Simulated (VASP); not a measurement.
A run of VASP 6.6.1 is set up as follows.

INCAR

```
SYSTEM = CdTe
ALGO = Normal
EDIFF = 1E-7
ENCUT = 520
GGA = RE
ISIF = 2
ISMEAR = -5
ISPIN = 2
IVDW = 12
LASPH = .True.
LCHARG = .False.
LORBIT = 11
LREAL = .False.
LWAVE = .False.
MAGMOM = 0.5 0
NBANDS = 20
NELM = 150
PREC = Accurate
SIGMA = 0.05
```

KPOINTS

```
k-points
0
Gamma
  7 7 7
  0 0 0
```

File POSCAR:

```
CdTe
1.0
    0.0000000000      3.1834892848      3.1834892848
    3.1834892848      0.0000000000      3.1834892848
    3.1834892848      3.1834892848      0.0000000000
Te Cd
1 1
Direct
    0.7500000000      0.7500000000      0.7500000000
    0.0000000000      0.0000000000      0.0000000000
```

Potentials or basis: VASP PAW PBE potentials, release 64 (Te, Cd).

Run with:

```sh
$ cat potpaw_PBE.64/Te/POTCAR potpaw_PBE.64/Cd/POTCAR > POTCAR
$ mpirun -np 1 vasp_std > vasp.out
```

Question: Estimate the net moment.

Answer: 0.00 μB per cell.

Question: What does it give for the dispersion energy per atom?

Answer: -0.690 eV.

Question: Estimate the pressure.

Answer: 2.8 GPa.

Question: Estimate the band gap on the k mesh.

Answer: 1.05 eV, direct.

Caveat: three body term missing; the PAW data sets were made with another functional, which shifts forces and pressure a little; spin-orbit coupling is left out, which moves the levels of the heavy elements.
